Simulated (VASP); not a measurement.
# Hg (C2/m) in VASP: single point with PBE

Aim: the single point of Hg with PBE.

Everything below comes from runs of VASP 6.6.1. Logs are shortened: lines on timing, memory, paths and dates and some standing lists are left out, and cuts for length are marked.

### 1 The cell of the first run

The structure is monoclinic, space group C2/m (No. 12). Conventional cell: a = 5.903 Å, b = 3.701 Å, c = 4.156 Å, α = 90.00°, β = 129.43°, γ = 90.00°. Within 4.6 Å of Hg (site symmetry 2/m) lie 14 Hg at 3.48 to 4.58 Å.

### 2 Single point, PBE (strained)

INCAR

```
PREC = Accurate
ENCUT = 520
EDIFF = 1E-6
ISMEAR = 0
SIGMA = 0.1
LREAL = F
LASPH = T
NELM = 100
ALGO = Fast
ISIF = 2
LWAVE = F
LCHARG = F
GGA = PE
NBANDS = 12
```

KPOINTS

```
regular mesh
0
Gamma
  14 14 14
```

POSCAR

```
Hg
1.0
   -1.9788767834      2.1898821886      1.8506306047
    1.9788767834     -2.1898821886      1.8506306047
    2.1726416293      2.3836470346     -1.8506306047
Hg
1
Direct
    0.0000000000      0.0000000000      0.0000000000
```

Potentials or basis: VASP PAW PBE potentials, release 64 (Hg).

Started as:

```console
cat potpaw_PBE.64/Hg/POTCAR > POTCAR
mpirun -np 1 vasp_std > vasp.out
```

OUTCAR:

```text
PREC = Accurate
   ENCUT = 520
   EDIFF = 1E-6
   ISMEAR = 0
   LREAL = F
   LASPH = T
   NELM = 100
   ISIF = 2
   GGA = PE

 ion  position               nearest neighbor table
   1  0.000  0.000  0.000-

  LATTYP: Found a base centered monoclinic cell.
 ALAT       =     5.9030627047
 B/A-ratio  =     0.6270069275
 C/A-ratio  =     0.7040477085
 COS(beta)  =    -0.6351371274

  Lattice vectors:

 A1 = (  -1.9788767834,   2.1898821886,  -1.8506306047)
 A2 = (  -1.9788767834,   2.1898821886,   1.8506306047)
 A3 = (   4.1515184127,   0.1937648460,   0.0000000000)

Analysis of symmetry for initial positions (statically):
=====================================================================
 Subroutine PRICEL returns:
 Original cell was already a primitive cell.

 Routine SETGRP: Setting up the symmetry group for a
 base centered monoclinic supercell.

 Subroutine GETGRP returns: Found  4 space group operations
 (whereof  4 operations were pure point group operations)
 out of a pool of  4 trial point group operations.

The static configuration has the point symmetry C_2h.

Analysis of symmetry for dynamics (positions and initial velocities):
=====================================================================
 Subroutine PRICEL returns:
 Original cell was already a primitive cell.

 Routine SETGRP: Setting up the symmetry group for a
 base centered monoclinic supercell.

 Subroutine GETGRP returns: Found  4 space group operations
 (whereof  4 operations were pure point group operations)
 out of a pool of  4 trial point group operations.

The dynamic configuration has the point symmetry C_2h.

 Subroutine INISYM returns: Found  4 space group operations
 (whereof  4 operations are pure point group operations),
 and found     1 'primitive' translations

----------------------------------------------------------------------------------------

                                     Primitive cell

  volume of cell :      35.0686

  direct lattice vectors                    reciprocal lattice vectors
    -1.978876783  2.189882189  1.850630605    -0.010225303  0.219082738  0.270178175
     1.978876783 -2.189882189  1.850630605     0.241352971 -0.010225303  0.270178175
     2.172641629  2.383647035 -1.850630605     0.231127668  0.208857435  0.000000000

  length of vectors
     3.483729461  3.483729461  3.718464531     0.347991450  0.362425247  0.311514731

  position of ions in fractional coordinates (direct lattice)
     0.000000000  0.000000000  0.000000000

  ion indices of the primitive-cell ions
   primitive index   ion index
                 1           1

----------------------------------------------------------------------------------------

 KPOINTS: regular mesh

Automatic generation of k-mesh.
 Grid dimensions read from file:
 generate k-points for:   14   14   14

 Generating k-lattice:

  Cartesian coordinates                     Fractional coordinates (reciprocal lattice)
    -0.000730379  0.015648767  0.019298441     0.071428571  0.000000000 -0.000000000
     0.017239498 -0.000730379  0.019298441     0.000000000  0.071428571  0.000000000
     0.016509119  0.014918388  0.000000000     0.000000000  0.000000000  0.071428571

  Length of vectors
     0.024856532  0.025887518  0.022251052

  Shift w.r.t. Gamma in fractional coordinates (k-lattice)
     0.000000000  0.000000000  0.000000000

 Subroutine IBZKPT returns following result:
 ===========================================

 Found    744 irreducible k-points:

 Following reciprocal coordinates:
            Coordinates               Weight
  0.000000  0.000000  0.000000      1.000000
  0.071429  0.000000  0.000000      4.000000
  0.142857  0.000000  0.000000      4.000000
  0.214286 -0.000000  0.000000      4.000000
  0.285714  0.000000  0.000000      4.000000
  0.357143  0.000000  0.000000      4.000000
[... 16 lines left out ...]
  0.000000  0.142857 -0.000000      4.000000
  0.071429  0.142857  0.000000      4.000000
 [... further k-points ...]
   k-points           NKPTS =    744   k-points in BZ     NKDIM =    744   number of bands    NBANDS=     12
   number of dos      NEDOS =    301   number of ions     NIONS =      1
   total plane-waves  NPLWV =  21952
   dimension x,y,z NGX =    28 NGY =   28 NGZ =   28
   dimension x,y,z NGXF=    56 NGYF=   56 NGZF=   56
   ions per type =               1
   NGX,Y,Z   is equivalent  to a cutoff of  13.36, 13.36, 12.52 a.u.
   NGXF,Y,Z  is equivalent  to a cutoff of  26.72, 26.72, 25.04 a.u.
 SYSTEM =  unknown system
   PREC   = accura    normal or accurate (medium, high low for compatibility)
   ISTART =      0    job   : 0-new  1-cont  2-samecut
   ICHARG =      2    charge: 1-file 2-atom 10-const
   ISPIN  =      1    spin polarized calculation?
   LNONCOLLINEAR =      F non collinear calculations
   LSORBIT =      F    spin-orbit coupling
   LASPH  =      T    aspherical Exc in radial PAW
   ENCUT  =  520.0 eV  38.22 Ry    6.18 a.u.   6.48  6.48  6.91*2*pi/ulx,y,z
   NELM   =    100;   NELMIN=  2; NELMDL= -5     # of ELM steps
   EDIFF  = 0.1E-05   stopping-criterion for ELM
   LREAL  =      F    real-space projection
   EDIFFG = 0.1E-04   stopping-criterion for IOM
   NSW    =      0    number of steps for IOM
   IBRION =     -1    ionic relax: 0-MD 1-quasi-New 2-CG
   NFREE  =      0    steps in history (QN), initial steepest desc. (CG)
   ISIF   =      2    stress and relaxation
   ISYM   =      2    0-nonsym 1-usesym 2-fastsym
   POTIM  = 0.5000    time-step for ionic-motion
   TEBEG  =    0.0;   TEEND  =   0.0 temperature during run
   PSTRESS=    0.0 pullay stress
   NELECT =      12.0000    total number of electrons
   NUPDOWN=      -1.0000    fix difference up-down
   EMIN   =  10.00;   EMAX   =-10.00  energy-range for DOS
   EFERMI =   0.00;   METHOD = LEGACY
   ISMEAR =     0;   SIGMA  =   0.10  broadening in eV -4-tet -1-fermi 0-gaus
   EFERMI_NEDOS =   21; number of points for ismear=-14 and -15
   IALGO  =     68    algorithm
   IMIX   =      4    mixing-type and parameters
     AMIX     =   0.40;   BMIX     =  1.00
     AMIX_MAG =   1.60;   BMIX_MAG =  1.00
  volume/ion in A,a.u.               =      35.07       236.65
  Fermi-wavevector in a.u.,A,eV,Ry     =   1.145062  2.163854 17.839515  1.311167
  Thomas-Fermi vector in A             =   2.281752
   LORBIT       =      0    0 simple, 1 ext, 2 COOP (PROOUT), +10 PAW based schemes
   GGA     = PE    functional components
   LHFCALC =     F    Hartree Fock is set to
   AEXX    =    0.0000 exact exchange contribution
   IVDW    =     0    specifies the selected vdW correction
   LEPSILON=     F    determine dielectric tensor
   LRPA    =     F    only Hartree local field effects (RPA)
 non-spin polarized calculation
 RMM-DIIS sequential band-by-band and
 Gauss-broadening in eV      SIGMA  =   0.10
  energy-cutoff  :      520.00
  volume of cell :       35.07
 maximum number of plane-waves:       961
 NGX is ok and might be reduce to    28
   NGX = 13   NGY = 13   NGZ = 13

 number of electron      12.0000000 magnetization

 Free energy of the ion-electron system (eV)
  ---------------------------------------------------
  ext. energy  EPLUGINS =         0.00000000
  ---------------------------------------------------
  free energy    TOTEN  =        -0.16544110 eV

  energy without entropy =       -0.16499864  energy(sigma->0) =       -0.16521987

 E-fermi :   0.1974     XC(G=0):  -8.7593

 val. band max:        0.1909513444   @ k =   0.5000   0.5000   0.0000
 cond. band min:       0.2092632406   @ k =   0.0714   0.0714   0.4286
 fundamental gap:      0.0183118962
 Fermi energy:         0.1973762314

 k-point     1 :       0.0000    0.0000    0.0000
  band No.  band energies     occupation
      1      -6.2254      2.00000
      2      -5.9451      2.00000
      3      -5.9073      2.00000
      4      -5.6839      2.00000
      5      -5.6679      2.00000
      6      -5.4364      2.00000
      7       9.5616      0.00000
      8      12.2656      0.00000
      9      12.8311      0.00000
     10      13.3393      0.00000
     11      13.8485      0.00000
     12      15.2993      0.00000

 k-point     2 :       0.0714    0.0000    0.0000
  band No.  band energies     occupation
      1      -6.1488      2.00000
      2      -5.9113      2.00000
      3      -5.8941      2.00000
      4      -5.6855      2.00000
      5      -5.6591      2.00000
      6      -5.4478      2.00000
      7       9.3640      0.00000
      8      11.5537      0.00000
      9      12.2126      0.00000
     10      13.5698      0.00000
     11      13.7530      0.00000
     12      14.9441      0.00000

 k-point     3 :       0.1429    0.0000    0.0000
  band No.  band energies     occupation
      1      -6.0486      2.00000
      2      -5.8913      2.00000
      3      -5.7321      2.00000
      4      -5.6269      2.00000
      5      -5.6133      2.00000
      6      -5.4761      2.00000
      7       8.6913      0.00000
      8       9.7751      0.00000
      9      11.5331      0.00000
     10      13.3218      0.00000
     11      14.2787      0.00000
     12      14.5371      0.00000
[... 286 lines left out ...]
 k-point    23 :       0.0000    0.1429   -0.0000
  band No.  band energies     occupation
      1      -6.0606      2.00000
      2      -5.8569      2.00000
      3      -5.7756      2.00000
      4      -5.6221      2.00000
      5      -5.5771      2.00000
      6      -5.4556      2.00000
      7       8.5203      0.00000
      8      10.0913      0.00000
      9      11.0798      0.00000
     10      12.7621      0.00000
     11      13.1865      0.00000
     12      14.9740      0.00000

 k-point    24 :       0.0714    0.1429    0.0000
  band No.  band energies     occupation
      1      -6.0239      2.00000
      2      -5.8786      2.00000
      3      -5.7839      2.00000
      4      -5.5617      2.00000
      5      -5.4827      2.00000
      6      -5.2299      2.00000
      7       7.6406      0.00000
      8       9.1579      0.00000
      9      10.1164      0.00000
     10      12.4320      0.00000
     11      13.5230      0.00000
     12      15.1819      0.00000

 [... further k-points ...]

------------------------ aborting loop because EDIFF is reached ----------------------------------------

  FORCE on cell =-STRESS in cart. coord.  units (eV):
  Direction    XX          YY          ZZ          XY          YZ          ZX
  --------------------------------------------------------------------------------------
  -------------------------------------------------------------------------------------
  Total       -0.1206457     -0.1048931     -0.0706407     -0.0674728     -0.0000000      0.0000000
  in kB       -5.5119317     -4.7922446     -3.2273584     -3.0826250     -0.0000000      0.0000000
  external PRESSURE =      -4.5105116 kB  Pullay stress =       0.0000000 kB

 VOLUME and BASIS-vectors are now :
 -----------------------------------------------------------------------------
  energy-cutoff  :      520.00
  volume of cell :       35.07
      direct lattice vectors                 reciprocal lattice vectors
    -1.978876783  2.189882189  1.850630605    -0.010225303  0.219082738  0.270178175
     1.978876783 -2.189882189  1.850630605     0.241352971 -0.010225303  0.270178175
     2.172641629  2.383647035 -1.850630605     0.231127668  0.208857435  0.000000000

 POSITION                                       TOTAL-FORCE (eV/Angst)
 -----------------------------------------------------------------------------------
      0.00000      0.00000      0.00000         0.000000     -0.000000     -0.000000
 -----------------------------------------------------------------------------------
    total drift:                               -0.000000     -0.000000     -0.000000

  FREE ENERGIE OF THE ION-ELECTRON SYSTEM (eV)
  ---------------------------------------------------
  free  energy   TOTEN  =        -0.1654411046 eV

  energy  without entropy=       -0.1649986397  energy(sigma->0) =       -0.16521987
```

It took 4.4 min on 1 thread of Intel Xeon Platinum 8259CL at 2.50GHz (Skylake/Cascade Lake), shared host; peak memory 0.4 GiB.

Results:

- Free energy: -0.1654 eV
- Pressure: -0.5 GPa
- Band gap on the k mesh: zero (bands 6 and 7 overlap by 0.69 eV)

Stress tensor (GPa, compression positive):
```
-0.55 -0.31  0.00
-0.31 -0.48  0.00
 0.00  0.00 -0.32
```

Levels at points of the mesh, in eV from the Fermi level:
```tsv
k point	band 3	band 4	band 5	band 6	band 7	band 8	band 9	band 10
(0.00, 0.00, 0.00)	-6.10	-5.88	-5.87	-5.63	9.36	12.07	12.63	13.14
(0.50, 0.00, 0.00)	-5.81	-5.56	-5.44	-1.71	0.13	7.29	9.04	11.01
(0.00, 0.50, 0.00)	-5.68	-5.54	-5.41	-1.37	0.39	6.23	7.84	9.80
(0.50, 0.50, 0.00)	-5.96	-5.77	-5.38	-1.84	-0.01	8.61	10.21	12.83
(0.00, 0.00, 0.50)	-5.89	-5.66	-5.51	-2.90	-0.34	9.64	10.82	13.69
(0.50, 0.50, 0.50)	-5.59	-5.45	-5.41	0.35	2.17	3.71	5.79	7.77
```

Caveat: the cell differs from its parent crystal (strained); spin-orbit coupling is left out, which moves the levels of the heavy elements.
